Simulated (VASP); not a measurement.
## LaOs3: single point with PBE

Crystal: LaOs3.

```
La Os
1.0
     4.14707    0.00000    0.00000
     0.00000    4.14707    0.00000
     0.00000    0.00000    4.14707
La Os
1 3
Direct
  0.00000 0.00000 0.00000
  0.00000 0.50000 0.50000
  0.50000 0.50000 0.00000
  0.50000 0.00000 0.50000
```

- Program: VASP 6.6.1
- Task: single point
- Functional: PBE
- Potentials or basis: VASP PAW PBE potentials, release 64 (La, Os)
- Cutoff: 520 eV
- k mesh: 8 × 8 × 8
- Occupations: gaussian, width 0.05 eV
- Spin: no spin polarisation
- Dipole correction: no
- k mesh for the DOS: 12 × 12 × 12
- Occupations for the DOS: tetrahedron
- Further INCAR settings: ALGO = Normal; EDIFF = 1e-06

```
Valence electrons inside the program's atomic spheres : La 9.13; Os 7.05
```

Levels at points of the mesh, in eV from the Fermi level:
```
           k point  band 15  band 16  band 17  band 18  band 19  band 20  band 21
(0.00, 0.00, 0.00)     0.86     0.86     2.14     2.60     2.61     2.62     3.46
(0.50, 0.00, 0.00)    -0.78    -0.60    -0.41     0.03     0.03     1.12     2.65
(0.50, 0.50, 0.00)    -0.66    -0.65    -0.42    -0.42    -0.27    -0.09     0.31
(0.50, 0.50, 0.50)    -0.48    -0.48    -0.20     2.14     2.14     2.14     3.46
```

It took 4.4 min on 1 thread of Oxide Virtual Turin-like Processor, with other jobs on the host, peak memory 0.25 GiB.

Caveat: spin-orbit coupling is left out, which moves the levels of the heavy elements.
